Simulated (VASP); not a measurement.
# WC (Qusongite) (P-6m2) in VASP: further runs, part 2 of 2

VASP 6.6.1. The steps go on from the part before.

**4. Single point, r2SCAN**

This run uses another cell than the first one, of 11.15 Å³/atom, 1.049 times its volume.

The input, POSCAR:

```
WC
1.0
    2.9774180398      0.0000000000      0.0000000000
   -1.4887090199      2.5785198281      0.0000000000
    0.0000000000      0.0000000000      2.9058124933
W C
1 1
Direct
    0.0000000000      0.0000000000      0.0000000000
    0.6666666667      0.3333333333      0.5000000000
```

The input, INCAR.step1:

```
SYSTEM = WC
ALGO = Normal ; EDIFF = 1E-4
ENCUT = 520 ; GGA = PE
ISMEAR = -1 ; LASPH = .True.
LCHARG = .False. ; LREAL = .False.
LWAVE = .True. ; NBANDS = 16
NELM = 60 ; PREC = Accurate
SIGMA = 0.05
```

The input, INCAR.step2:

```
SYSTEM = WC
ALGO = Normal ; EDIFF = 1E-6
ENCUT = 520 ; ISIF = 2
ISMEAR = -1 ; ISTART = 1
LASPH = .True. ; LCHARG = .True.
LELF = .True. ; LMIXTAU = .True.
LREAL = .False. ; LVHAR = .True.
LWAVE = .False. ; METAGGA = R2SCAN
NBANDS = 16 ; NELM = 60
PREC = Accurate ; SIGMA = 0.05
```

The input, KPOINTS:

```
k-points
0
Gamma
  11 11 10
  0 0 0
```

Potentials or basis: VASP PAW PBE potentials, release 64 (W_sv, C).

Run with:

```console
$ cat potpaw_PBE.64/W_sv/POTCAR potpaw_PBE.64/C/POTCAR > POTCAR
$ cp INCAR.step1 INCAR
$ mpirun -np 1 vasp_std > vasp.out
$ cp INCAR.step2 INCAR
$ mpirun -np 1 vasp_std > vasp.out
```

OUTCAR:

```text
SYSTEM = WC
   EDIFF = 1E-6
   ENCUT = 520
   ISIF = 2
   ISMEAR = -1
   ISTART = 1
   LASPH = .True.
   LREAL = .False.
   METAGGA = R2SCAN
   NELM = 60
   PREC = Accurate

 ion  position               nearest neighbor table
   1  0.000  0.000  0.000-   2 2.25   2 2.25   2 2.25   2 2.25   2 2.25   2 2.25
   2  0.667  0.333  0.500-   1 2.25   1 2.25   1 2.25   1 2.25   1 2.25   1 2.25

  LATTYP: Found a hexagonal cell.
 ALAT       =     2.9774180398
 C/A-ratio  =     0.9759504559

  Lattice vectors:

 A1 = (   2.9774180398,   0.0000000000,   0.0000000000)
 A2 = (  -1.4887090199,   2.5785198281,   0.0000000000)
 A3 = (   0.0000000000,   0.0000000000,   2.9058124933)

Analysis of symmetry for initial positions (statically):
=====================================================================
 Subroutine PRICEL returns:
 Original cell was already a primitive cell.

 Routine SETGRP: Setting up the symmetry group for a
 hexagonal supercell.

 Subroutine GETGRP returns: Found 12 space group operations
 (whereof 12 operations were pure point group operations)
[... 158 lines left out ...]
  ext. energy  EPLUGINS =         0.00000000
  ---------------------------------------------------
  free energy    TOTEN  =       -61.51326490 eV

  energy without entropy =      -61.51199446  energy(sigma->0) =      -61.51262968

 E-fermi :   9.9441     XC(G=0): -14.5135

 val. band max:        9.8748546551   @ k =   0.4545   0.0000   0.5000
 cond. band min:      10.0320389730   @ k =   0.0000   0.0000   0.1000
 fundamental gap:      0.1571843180
 Fermi energy:         9.9440569883

 k-point     1 :       0.0000    0.0000    0.0000
  band No.  band energies     occupation
      1     -66.1525      2.00000
      2     -29.4619      2.00000
      3     -29.3743      2.00000
      4     -29.3743      2.00000
      5      -4.7185      2.00000
      6       5.8750      2.00000
[... 433 lines left out ...]
      3     -29.4777      2.00000
      4     -29.4549      2.00000
      5      -3.2625      2.00000
      6       4.8780      2.00000
[... 8 lines left out ...]
     15      23.9242      0.00000
     16      27.8398      0.00000

 [... further k-points ...]
[... 5 lines left out ...]
  --------------------------------------------------------------------------------------
  -------------------------------------------------------------------------------------
  Total       -2.9216720     -2.9216723     -3.6372302      0.0000000     -0.0000000      0.0000000
  in kB     -209.8283461   -209.8283734   -261.2182396      0.0000000     -0.0000000      0.0000000
  external PRESSURE =    -226.9583197 kB  Pullay stress =       0.0000000 kB

 VOLUME and BASIS-vectors are now :
 -----------------------------------------------------------------------------
  energy-cutoff  :      520.00
  volume of cell :       22.31
      direct lattice vectors                 reciprocal lattice vectors
     2.977418040  0.000000000  0.000000000     0.335861470  0.193909698  0.000000000
    -1.488709020  2.578519828  0.000000000     0.000000000  0.387819395  0.000000000
     0.000000000  0.000000000  2.905812493     0.000000000  0.000000000  0.344137828

 POSITION                                       TOTAL-FORCE (eV/Angst)
 -----------------------------------------------------------------------------------
      0.00000      0.00000      0.00000         0.000000     -0.000000      0.000000
      1.48871      0.85951      1.45291        -0.000000      0.000000      0.000000
 -----------------------------------------------------------------------------------
    total drift:                                0.000000      0.000001      0.000000

  FREE ENERGIE OF THE ION-ELECTRON SYSTEM (eV)
  ---------------------------------------------------
  free  energy   TOTEN  =       -61.5132649012 eV

  energy  without entropy=      -61.5119944585  energy(sigma->0) =      -61.51262968
```

OUTCAR.step1:

```text
SYSTEM = WC
   EDIFF = 1E-4
   ENCUT = 520
   GGA = PE
   ISMEAR = -1
   LASPH = .True.
   LREAL = .False.
[... 677 lines left out ...]
      0.00000      0.00000      0.00000        -0.000000      0.000000      0.000000
      1.48871      0.85951      1.45291         0.000000      0.000000      0.000000
 -----------------------------------------------------------------------------------
    total drift:                               -0.000000      0.000001      0.000000

  FREE ENERGIE OF THE ION-ELECTRON SYSTEM (eV)
  ---------------------------------------------------
  free  energy   TOTEN  =       -22.3772176097 eV

  energy  without entropy=      -22.3755391883  energy(sigma->0) =      -22.37637840
```

OSZICAR.step1:

```text
N       E                     dE             d eps       ncg     rms          rms(c)
DAV:   1     0.111189090110E+03    0.11119E+03   -0.93921E+03  3072   0.124E+03
DAV:   2    -0.221891403452E+02   -0.13338E+03   -0.12883E+03  3696   0.336E+02
DAV:   3    -0.254720737151E+02   -0.32829E+01   -0.32710E+01  3352   0.500E+01
DAV:   4    -0.254907472102E+02   -0.18673E-01   -0.18672E-01  3992   0.428E+00
DAV:   5    -0.254909006051E+02   -0.15339E-03   -0.15339E-03  3432   0.367E-01    0.281E+01
DAV:   6    -0.224988694431E+02    0.29920E+01   -0.61457E+00  3712   0.260E+01    0.661E+00
DAV:   7    -0.224079908140E+02    0.90879E-01   -0.52977E-01  3296   0.546E+00    0.529E+00
DAV:   8    -0.223787030877E+02    0.29288E-01   -0.93057E-02  3424   0.261E+00    0.974E-01
DAV:   9    -0.223773122496E+02    0.13908E-02   -0.39673E-03  3392   0.521E-01    0.143E-01
DAV:  10    -0.223772176097E+02    0.94640E-04   -0.36488E-04  3696   0.210E-01
   1 F= -.22377218E+02 E0= -.22376378E+02  d E =-.167842E-02
```

Run time: 2 min. Hardware: 1 thread of AMD EPYC 7R43 (Zen 3), shared host; peak memory 0.13 GiB.

Results:

```
Free energy            : -61.5133 eV
Pressure               : -22.7 GPa
Band gap on the k mesh : zero (band 9 reaches 10.61 eV, above the bottom of band 10 at 9.46 eV)
```

Stress tensor (GPa, compression positive):
```
-20.98   0.00   0.00
  0.00 -20.98   0.00
  0.00   0.00 -26.12
```

Levels at points of the mesh, in eV from the Fermi level:
```
           k point  band 5  band 6  band 7  band 8  band 9  band 10  band 11  band 12  band 13  band 14
(0.00, 0.00, 0.00)  -14.66   -4.07   -3.17   -3.17    0.10     3.09     3.09     5.56     5.56     6.28
(0.00, 0.00, 0.50)  -10.98   -8.53   -1.89   -1.89   -0.48    -0.48     3.52     4.65     4.65    10.09
```

Caveat: the PAW data sets were made with another functional, which shifts forces and pressure a little; spin-orbit coupling is left out, which moves the levels of the heavy elements.

**5. Single point, r2SCAN**

This run uses another cell than the first one, of 11.41 Å³/atom, 1.073 times its volume.

The input, POSCAR:

```
WC
1.0
    3.0003221556      0.0000000000      0.0000000000
   -1.5001610778      2.5983553755      0.0000000000
    0.0000000000      0.0000000000      2.9281657755
W C
1 1
Direct
    0.0000000000      0.0000000000      0.0000000000
    0.6666666667      0.3333333333      0.5000000000
```

The input, INCAR.step1:

```
SYSTEM = WC
ALGO = Normal
EDIFF = 1E-4
ENCUT = 520
GGA = PE
ISMEAR = -1
LASPH = .TRUE.
LCHARG = .FALSE.
LREAL = .FALSE.
LWAVE = .TRUE.
NBANDS = 16
NELM = 100
PREC = Accurate
SIGMA = 0.05
```

The input, INCAR.step2:

```
SYSTEM = WC
ALGO = Normal
EDIFF = 1E-6
ENCUT = 520
ISIF = 2
ISMEAR = -1
ISTART = 1
LASPH = .TRUE.
LCHARG = .TRUE.
LELF = .TRUE.
LMIXTAU = .TRUE.
LREAL = .FALSE.
LVHAR = .TRUE.
LWAVE = .FALSE.
METAGGA = R2SCAN
NBANDS = 16
NELM = 100
PREC = Accurate
SIGMA = 0.05
```

The input, KPOINTS:

```
k-points
0
G
  11 11 10
  0 0 0
```

Run with:

```console
$ cat potpaw_PBE.64/W_sv/POTCAR potpaw_PBE.64/C/POTCAR > POTCAR
$ cp INCAR.step1 INCAR
$ mpirun -np 1 vasp_std > vasp.out
$ cp INCAR.step2 INCAR
$ mpirun -np 1 vasp_std > vasp.out
```

Wall time 2.3 min (1 thread of AMD EPYC 7R43 (Zen 3), shared host); peak memory 0.14 GiB.

It converged, with:

- Free energy: -61.4292 eV
- Pressure: -29.3 GPa
- Band gap on the k mesh: zero (band 9 reaches 10.30 eV, above the bottom of band 10 at 9.17 eV)

Stress tensor (GPa, compression positive):
```
-27.28   0.00   0.00
  0.00 -27.28   0.00
  0.00   0.00 -33.48
```

Levels at points of the mesh, in eV from the Fermi level:
| k point | band 7 | band 8 | band 9 | band 10 | band 11 | band 12 |
| --- | --- | --- | --- | --- | --- | --- |
| (0.00, 0.00, 0.00) | -3.07 | -3.07 | 0.10 | 2.99 | 2.99 | 5.44 |
| (0.00, 0.00, 0.50) | -1.83 | -1.83 | -0.46 | -0.46 | 3.42 | 4.58 |

Caveat: the PAW data sets were made with another functional, which shifts forces and pressure a little; spin-orbit coupling is left out, which moves the levels of the heavy elements.

**6. The runs side by side**

```tsv
cell	gap on the mesh (eV)	pressure (GPa)
a = 2.931, b = 2.931, c = 2.860 Å, angles 90.0, 90.0, 120.0°, 2 atoms	none	-6.5
a = 2.954, b = 2.954, c = 2.883 Å, angles 90.0, 90.0, 120.0°, 2 atoms	none	-15.1
a = 2.977, b = 2.977, c = 2.906 Å, angles 90.0, 90.0, 120.0°, 2 atoms	none	-22.7
a = 3.000, b = 3.000, c = 2.928 Å, angles 90.0, 90.0, 120.0°, 2 atoms	none	-29.3
```

Alike in all rows: task single point; level r2SCAN; potentials or basis VASP PAW PBE potentials, release 64 (W_sv, C); no spin polarisation; k mesh 11 × 11 × 10; cutoff (eV) 520; smearing fermi-dirac 0.05 eV.

Caveats: the PAW data sets were made with another functional, which shifts forces and pressure a little; spin-orbit coupling is left out, which moves the levels of the heavy elements.

Absolute energies hang on the potentials; compare differences alone.
